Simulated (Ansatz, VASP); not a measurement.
# BaTe: VASP beside Ansatz

The input INCAR:

```
PREC = Accurate
ENCUT = 500
EDIFF = 1E-6
ISMEAR = 0
SIGMA = 0.01
LREAL = F
LASPH = T
NELM = 120
ALGO = Normal
ISIF = 2
LWAVE = F
LCHARG = T
GGA = PE
LELF = T
LVHAR = T
NBANDS = 15
GGA_COMPAT = F
```

Contents of KPOINTS:

```
Automatic mesh
0
Gamma
  4 4 4
```

File POSCAR:

```
BaTe
1.0
    0.0000000000      3.4100000000      3.4100000000
    3.4100000000      0.0000000000      3.4100000000
    3.4100000000      3.4100000000      0.0000000000
Ba Te
1 1
Direct
    0.0000000000      0.0000000000      0.0000000000
    0.5029325513      0.4970674487      0.5029325513
```

Input for Ansatz:

```yaml
crystal:
  lattice:
    - [0.0, 3.41, 3.41]
    - [3.41, 0.0, 3.41]
    - [3.41, 3.41, 0.0]
  atoms:
    - { symbol: Ba, position: [0.0, 0.0, 0.0] }
    - { symbol: Te, position: [0.5029325513196481, 0.4970674486803519, 0.5029325513196481] }
kpoints:
  mp_grid:
    grid: [4, 4, 4]
    shift: [0.0, 0.0, 0.0]
hamiltonian:
  xc: pbe
  pseudopotentials:
    kind: paw
scf:
  occupations:
    method: fixed
output:
  polarization: {}
```

Alike in both runs: task single point; functional PBE; k mesh 4 × 4 × 4; no spin polarisation.

```csv
,VASP,Ansatz
version,VASP 6.6.1,Ansatz 0.2.0
potentials or method,"VASP PAW PBE potentials, release 64 (Ba_sv, Te)","plane waves, PAW"
plane-wave cutoff (eV),500,420
occupations,"gaussian, width 0.01 eV",fixed
valence electrons in the cell,16,26
```

```csv
,VASP,Ansatz,Ansatz less VASP
gap on the k mesh at the Fermi level (eV),1.32,1.42,+0.101
```

VASP's potentials hold 16 valence electrons a cell and Ansatz's 26, so a difference there can come from the potentials and not from the codes.

Spin-orbit coupling is off throughout.
